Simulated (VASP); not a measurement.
# TiO2 (Pnma) in VASP: single point with r2SCAN

Aim: the single point of TiO2 with r2SCAN.

All numbers are computed with VASP 6.6.1; they aren't measurements. Logs are shortened: lines on timing, memory, paths and dates and some standing lists are left out, and cuts for length are marked.

**1. The cell of the first run**

The structure is orthorhombic, space group Pnma (No. 62). Conventional cell: a = 9.154 Å, b = 2.937 Å, c = 4.754 Å, α = 90.00°, β = 90.00°, γ = 90.00°. Within 2.4 Å of Ti (site symmetry m) lie 6 O at 1.85 to 2.10 Å. Within 2.4 Å of O (site symmetry m) lie 3 Ti at 1.85 to 2.01 Å. O (site symmetry m) has 3 Ti at 1.89 to 2.10 Å and 3 O at 2.53 to 2.58 Å within 2.6 Å.

**2. Single point, r2SCAN (10.65 Å³/atom)**

Contents of POSCAR:

```
TiO2
1.0
    9.1539448227      0.0000000000      0.0000000000
    0.0000000000      2.9368633825      0.0000000000
    0.0000000000      0.0000000000      4.7537572802
Ti O
4 8
Direct
    0.1327937901      0.2500000000      0.8823600041
    0.8672062099      0.7500000000      0.1176399959
    0.3672062099      0.7500000000      0.3823600041
    0.6327937901      0.2500000000      0.6176399959
    0.2580273526      0.2500000000      0.5780336063
    0.7419726474      0.7500000000      0.4219663937
    0.2419726474      0.7500000000      0.0780336063
    0.7580273526      0.2500000000      0.9219663937
    0.9861241762      0.2500000000      0.2209671070
    0.0138758238      0.7500000000      0.7790328930
    0.5138758238      0.7500000000      0.7209671070
    0.4861241762      0.2500000000      0.2790328930
```

Contents of INCAR.step1:

```
SYSTEM = TiO2
PREC = Accurate
ENCUT = 520
ISMEAR = 0
SIGMA = 0.02
LREAL = .FALSE.
LASPH = .TRUE.
NELM = 60
NBANDS = 60
GGA = PE
ALGO = Normal
EDIFF = 1E-4
LWAVE = .TRUE.
LCHARG = .FALSE.
```

Contents of INCAR.step2:

```
SYSTEM = TiO2
PREC = Accurate
ENCUT = 520
EDIFF = 1E-6
ISMEAR = 0
SIGMA = 0.02
LREAL = .FALSE.
LASPH = .TRUE.
NELM = 60
ALGO = Normal
ISIF = 2
LWAVE = .FALSE.
LCHARG = .FALSE.
METAGGA = R2SCAN
LMIXTAU = .TRUE.
NBANDS = 60
ISTART = 1
```

Contents of KPOINTS:

```
Automatic mesh
0
G
  4 8 6
  0 0 0
```

Potentials or basis: VASP PAW PBE potentials, release 64 (Ti_sv, O).

On the command line:

```
> cat potpaw_PBE.64/Ti_sv/POTCAR potpaw_PBE.64/O/POTCAR > POTCAR
> cp INCAR.step1 INCAR
> mpirun -np 1 vasp_std > vasp.out
> cp INCAR.step2 INCAR
> mpirun -np 1 vasp_std > vasp.out
```

OUTCAR:

```text
SYSTEM = TiO2
   PREC = Accurate
   ENCUT = 520
   EDIFF = 1E-6
   ISMEAR = 0
   LREAL = .FALSE.
   LASPH = .TRUE.
   NELM = 60
   ISIF = 2
   METAGGA = R2SCAN
   ISTART = 1

 ion  position               nearest neighbor table
   1  0.133  0.250  0.882-   5 1.85  10 1.89  10 1.89   7 2.01   7 2.01   9 2.10
   2  0.867  0.750  0.118-   6 1.85   9 1.89   9 1.89   8 2.01   8 2.01  10 2.10
   3  0.367  0.750  0.382-   7 1.85  12 1.89  12 1.89   5 2.01   5 2.01  11 2.10
   4  0.633  0.250  0.618-   8 1.85  11 1.89  11 1.89   6 2.01   6 2.01  12 2.10
   5  0.258  0.250  0.578-   1 1.85   3 2.01   3 2.01
   6  0.742  0.750  0.422-   2 1.85   4 2.01   4 2.01
   7  0.242  0.750  0.078-   3 1.85   1 2.01   1 2.01
   8  0.758  0.250  0.922-   4 1.85   2 2.01   2 2.01
   9  0.986  0.250  0.221-   2 1.89   2 1.89   1 2.10
  10  0.014  0.750  0.779-   1 1.89   1 1.89   2 2.10
  11  0.514  0.750  0.721-   4 1.89   4 1.89   3 2.10
  12  0.486  0.250  0.279-   3 1.89   3 1.89   4 2.10

  LATTYP: Found a simple orthorhombic cell.
 ALAT       =     2.9368633825
 B/A-ratio  =     1.6186511462
 C/A-ratio  =     3.1169120352

  Lattice vectors:

 A1 = (   0.0000000000,   2.9368633825,   0.0000000000)
 A2 = (   0.0000000000,   0.0000000000,   4.7537572802)
 A3 = (   9.1539448227,   0.0000000000,   0.0000000000)

Analysis of symmetry for initial positions (statically):
=====================================================================
 Subroutine PRICEL returns:
 Original cell was already a primitive cell.

 Routine SETGRP: Setting up the symmetry group for a
 simple orthorhombic supercell.

 Subroutine GETGRP returns: Found  8 space group operations
 (whereof  2 operations were pure point group operations)
 out of a pool of  8 trial point group operations.

The static configuration has the point symmetry S_2 .
 The point group associated with its full space group is D_2h.

Analysis of symmetry for dynamics (positions and initial velocities):
=====================================================================
 Subroutine PRICEL returns:
 Original cell was already a primitive cell.

 Routine SETGRP: Setting up the symmetry group for a
 simple orthorhombic supercell.

 Subroutine GETGRP returns: Found  8 space group operations
 (whereof  2 operations were pure point group operations)
 out of a pool of  8 trial point group operations.

The dynamic configuration has the point symmetry S_2 .
 The point group associated with its full space group is D_2h.

 Subroutine INISYM returns: Found  8 space group operations
 (whereof  2 operations are pure point group operations),
 and found     1 'primitive' translations

----------------------------------------------------------------------------------------

                                     Primitive cell

  volume of cell :     127.7995

  direct lattice vectors                    reciprocal lattice vectors
     9.153944823  0.000000000  0.000000000     0.109242520  0.000000000  0.000000000
     0.000000000  2.936863382  0.000000000     0.000000000  0.340499325  0.000000000
     0.000000000  0.000000000  4.753757280     0.000000000  0.000000000  0.210359920

  length of vectors
     9.153944823  2.936863382  4.753757280     0.109242520  0.340499325  0.210359920

  position of ions in fractional coordinates (direct lattice)
     0.132793790  0.250000000  0.882360004
     0.867206210  0.750000000  0.117639996
     0.367206210  0.750000000  0.382360004
     0.632793790  0.250000000  0.617639996
     0.258027353  0.250000000  0.578033606
     0.741972647  0.750000000  0.421966394
     0.241972647  0.750000000  0.078033606
     0.758027353  0.250000000  0.921966394
     0.986124176  0.250000000  0.220967107
     0.013875824  0.750000000  0.779032893
     0.513875824  0.750000000  0.720967107
     0.486124176  0.250000000  0.279032893

  ion indices of the primitive-cell ions
   primitive index   ion index
                 1           1
                 2           2
                 3           3
                 4           4
                 5           5
                 6           6
                 7           7
                 8           8
                 9           9
                10          10
                11          11
                12          12

----------------------------------------------------------------------------------------

 KPOINTS: Automatic mesh

Automatic generation of k-mesh.
 Grid dimensions read from file:
 generate k-points for:    4    8    6

 Generating k-lattice:

  Cartesian coordinates                     Fractional coordinates (reciprocal lattice)
     0.027310630  0.000000000  0.000000000     0.250000000  0.000000000  0.000000000
     0.000000000  0.042562416  0.000000000     0.000000000  0.125000000  0.000000000
     0.000000000  0.000000000  0.035059987     0.000000000  0.000000000  0.166666667

  Length of vectors
     0.027310630  0.042562416  0.035059987

  Shift w.r.t. Gamma in fractional coordinates (k-lattice)
     0.000000000  0.000000000  0.000000000

 Subroutine IBZKPT returns following result:
 ===========================================

 Found     60 irreducible k-points:

 Following reciprocal coordinates:
            Coordinates               Weight
  0.000000  0.000000  0.000000      1.000000
  0.250000  0.000000  0.000000      2.000000
  0.500000  0.000000  0.000000      1.000000
  0.000000  0.125000  0.000000      2.000000
  0.250000  0.125000  0.000000      4.000000
  0.500000  0.125000  0.000000      2.000000
[... 16 lines left out ...]
  0.250000  0.250000  0.166667      8.000000
  0.500000  0.250000  0.166667      4.000000
 [... further k-points ...]
   k-points           NKPTS =     60   k-points in BZ     NKDIM =     60   number of bands    NBANDS=     60
   number of dos      NEDOS =    301   number of ions     NIONS =     12
   total plane-waves  NPLWV =  60480
   dimension x,y,z NGX =    70 NGY =   24 NGZ =   36
   dimension x,y,z NGXF=   140 NGYF=   48 NGZF=   72
   ions per type =               4   8
   NGX,Y,Z   is equivalent  to a cutoff of  12.71, 13.59, 12.59 a.u.
   NGXF,Y,Z  is equivalent  to a cutoff of  25.43, 27.17, 25.18 a.u.
 SYSTEM =  TiO2
   PREC   = accura    normal or accurate (medium, high low for compatibility)
   ISTART =      1    job   : 0-new  1-cont  2-samecut
   ICHARG =      0    charge: 1-file 2-atom 10-const
   ISPIN  =      1    spin polarized calculation?
   LNONCOLLINEAR =      F non collinear calculations
   LSORBIT =      F    spin-orbit coupling
   LASPH  =      T    aspherical Exc in radial PAW
   ENCUT  =  520.0 eV  38.22 Ry    6.18 a.u.  17.02  5.46  8.84*2*pi/ulx,y,z
   NELM   =     60;   NELMIN=  2; NELMDL=  0     # of ELM steps
   EDIFF  = 0.1E-05   stopping-criterion for ELM
   LREAL  =      F    real-space projection
   EDIFFG = 0.1E-04   stopping-criterion for IOM
   NSW    =      0    number of steps for IOM
   IBRION =     -1    ionic relax: 0-MD 1-quasi-New 2-CG
   NFREE  =      0    steps in history (QN), initial steepest desc. (CG)
   ISIF   =      2    stress and relaxation
   ISYM   =      2    0-nonsym 1-usesym 2-fastsym
   POTIM  = 0.5000    time-step for ionic-motion
   TEBEG  =    0.0;   TEEND  =   0.0 temperature during run
   PSTRESS=    0.0 pullay stress
   NELECT =      96.0000    total number of electrons
   NUPDOWN=      -1.0000    fix difference up-down
   EMIN   =  10.00;   EMAX   =-10.00  energy-range for DOS
   EFERMI =   0.00;   METHOD = LEGACY
   ISMEAR =     0;   SIGMA  =   0.02  broadening in eV -4-tet -1-fermi 0-gaus
   EFERMI_NEDOS =   21; number of points for ismear=-14 and -15
   IALGO  =     38    algorithm
   IMIX   =      4    mixing-type and parameters
     AMIX     =   0.40;   BMIX     =  1.00
     AMIX_MAG =   1.60;   BMIX_MAG =  1.00
  volume/ion in A,a.u.               =      10.65        71.87
  Fermi-wavevector in a.u.,A,eV,Ry     =   1.488180  2.812253 30.132561  2.214681
  Thomas-Fermi vector in A             =   2.601248
   LORBIT       =      0    0 simple, 1 ext, 2 COOP (PROOUT), +10 PAW based schemes
   METAGGA = R2SCAN    functional components
   LHFCALC =     F    Hartree Fock is set to
   AEXX    =    0.0000 exact exchange contribution
   IVDW    =     0    specifies the selected vdW correction
   LEPSILON=     F    determine dielectric tensor
   LRPA    =     F    only Hartree local field effects (RPA)
 non-spin polarized calculation
 Gauss-broadening in eV      SIGMA  =   0.02
  energy-cutoff  :      520.00
  volume of cell :      127.80
 maximum number of plane-waves:      3482
 NGX is ok and might be reduce to    70
   NGX = 35   NGY = 11   NGZ = 17

 number of electron      96.0000004 magnetization

 Free energy of the ion-electron system (eV)
  ---------------------------------------------------
  ext. energy  EPLUGINS =         0.00000000
  ---------------------------------------------------
  free energy    TOTEN  =      -138.84183916 eV

  energy without entropy =     -138.84183916  energy(sigma->0) =     -138.84183916

 E-fermi :   3.9772     XC(G=0): -11.9162

 val. band max:        3.7113118603   @ k =   0.0000   0.0000   0.0000
 cond. band min:       6.7783069517   @ k =   0.0000   0.2500   0.1667
 fundamental gap:      3.0669950914
 Fermi energy:         3.9772326092

 k-point     1 :       0.0000    0.0000    0.0000
  band No.  band energies     occupation
      1     -54.7686      2.00000
      2     -54.7571      2.00000
      3     -54.7401      2.00000
      4     -54.7286      2.00000
      5     -30.1983      2.00000
      6     -30.1283      2.00000
[... 52 lines left out ...]
     59       8.8932      0.00000
     60       8.9004      0.00000

 k-point     2 :       0.2500    0.0000    0.0000
  band No.  band energies     occupation
      1     -54.7673      2.00000
      2     -54.7596      2.00000
      3     -54.7376      2.00000
      4     -54.7298      2.00000
      5     -30.1908      2.00000
      6     -30.1430      2.00000
[... 1383 lines left out ...]
      4     -54.7152      2.00000
      5     -30.1619      2.00000
      6     -30.1619      2.00000
[... 52 lines left out ...]
     59       8.7256      0.00000
     60       8.7256      0.00000

 [... further k-points ...]

------------------------ aborting loop because EDIFF is reached ----------------------------------------

  FORCE on cell =-STRESS in cart. coord.  units (eV):
  Direction    XX          YY          ZZ          XY          YZ          ZX
  --------------------------------------------------------------------------------------
  -------------------------------------------------------------------------------------
  Total        5.6188425      5.9403437      5.2882361      0.0000000      0.0000000      0.0000000
  in kB       70.4414688     74.4720176     66.2967711      0.0000000      0.0000000      0.0000000
  external PRESSURE =      70.4034191 kB  Pullay stress =       0.0000000 kB

 VOLUME and BASIS-vectors are now :
 -----------------------------------------------------------------------------
  energy-cutoff  :      520.00
  volume of cell :      127.80
      direct lattice vectors                 reciprocal lattice vectors
     9.153944823  0.000000000  0.000000000     0.109242520  0.000000000  0.000000000
     0.000000000  2.936863382  0.000000000     0.000000000  0.340499325  0.000000000
     0.000000000  0.000000000  4.753757280     0.000000000  0.000000000  0.210359920

 POSITION                                       TOTAL-FORCE (eV/Angst)
 -----------------------------------------------------------------------------------
      1.21559      0.73422      4.19453         0.023703      0.000000      0.104688
      7.93836      2.20265      0.55923        -0.023703     -0.000000     -0.104688
      3.36139      2.20265      1.81765        -0.023703     -0.000000      0.104688
      5.79256      0.73422      2.93611         0.023703      0.000000     -0.104688
      2.36197      0.73422      2.74783         0.035014     -0.000000     -0.067022
      6.79198      2.20265      2.00593        -0.035014     -0.000000      0.067022
      2.21500      2.20265      0.37095        -0.035014      0.000000     -0.067022
      6.93894      0.73422      4.38280         0.035014     -0.000000      0.067022
      9.02693      0.73422      1.05042         0.102499     -0.000000      0.073581
      0.12702      2.20265      3.70333        -0.102499     -0.000000     -0.073581
      4.70399      2.20265      3.42730        -0.102499      0.000000      0.073581
      4.44995      0.73422      1.32645         0.102499     -0.000000     -0.073581
 -----------------------------------------------------------------------------------
    total drift:                                0.000000      0.000000      0.000000

  FREE ENERGIE OF THE ION-ELECTRON SYSTEM (eV)
  ---------------------------------------------------
  free  energy   TOTEN  =      -138.8418391649 eV

  energy  without entropy=     -138.8418391649  energy(sigma->0) =     -138.84183916
```

Run time: 14 min. Hardware: 1 thread of Intel Xeon 6975P-C (Granite Rapids), shared host; peak memory 0.47 GiB.

Results:

| Quantity | Value |
| --- | --- |
| Free energy | -138.8418 eV |
| Pressure | 7.0 GPa |
| Largest force | 0.126 eV/Å |
| Band gap on the k mesh | 3.07 eV (least direct gap 3.18 eV) |

Forces in eV/Å, atoms in the order of the input:
```
Ti   0.024  0.000  0.105
Ti  -0.024  0.000 -0.105
Ti  -0.024  0.000  0.105
Ti   0.024  0.000 -0.105
O    0.035  0.000 -0.067
O   -0.035  0.000  0.067
O   -0.035  0.000 -0.067
O    0.035  0.000  0.067
O    0.102  0.000  0.074
O   -0.102  0.000 -0.074
O   -0.102  0.000  0.074
O    0.102  0.000 -0.074
```

Stress tensor (GPa, compression positive):
```
7.04 0.00 0.00
0.00 7.45 0.00
0.00 0.00 6.63
```

Caveat: the cell stands under pressure; the PAW data sets were made with another functional, which shifts forces and pressure a little.
